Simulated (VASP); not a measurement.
A run of VASP 6.6.1 is set up as follows.

Contents of INCAR:

```
PREC     = Accurate       # precision mode
ENCUT    = 520            # plane-wave cutoff, eV
EDIFF    = 1E-6           # SCF threshold, eV
ISMEAR   = -1             # smearing method
SIGMA    = 0.05           # smearing width, eV
LREAL    = False          # projectors in reciprocal space
LASPH    = True           # aspherical terms in the spheres
NELM     = 100            # most SCF steps
ALGO     = Normal         # electronic algorithm
ISIF     = 2              # what is computed and relaxed
LWAVE    = False          # write WAVECAR
LCHARG   = False          # write CHGCAR
GGA      = PS             # functional
NBANDS   = 45             # bands
```

The input KPOINTS:

```
Automatic mesh
0
Gamma
  16 8 1
```

The input POSCAR:

```
Zn
1.0
    2.5897393325      0.0000000000      0.0000000000
    0.0000000000      4.9158409014      0.0000000000
    0.0000000000      0.0000000000     21.2332000000
Zn
6
Direct
    0.7500000000      0.7500000000      0.3876758600
    0.2500000000      0.2500000000      0.3874639479
    0.2500000000      0.7500000000      0.5000812738
    0.7500000000      0.2500000000      0.4999186056
    0.7500000000      0.7500000000      0.6125361142
    0.2500000000      0.2500000000      0.6123241984
```

Potentials or basis: VASP PAW PBE potentials, release 64 (Zn).

Run with:

```sh
$ cat potpaw_PBE.64/Zn/POTCAR > POTCAR
$ mpirun -np 1 vasp_std > vasp.out
```

(1) Predict the largest force.

(2) What does it give for the band gap on the k mesh?

Results:

(1) 0.017 eV/Å.

(2) zero (bands 36 and 37 overlap by 2.44 eV).

Caveat: there is no dipole correction, which matters where the two faces differ; the PAW data sets were made with another functional, which shifts forces and pressure a little.
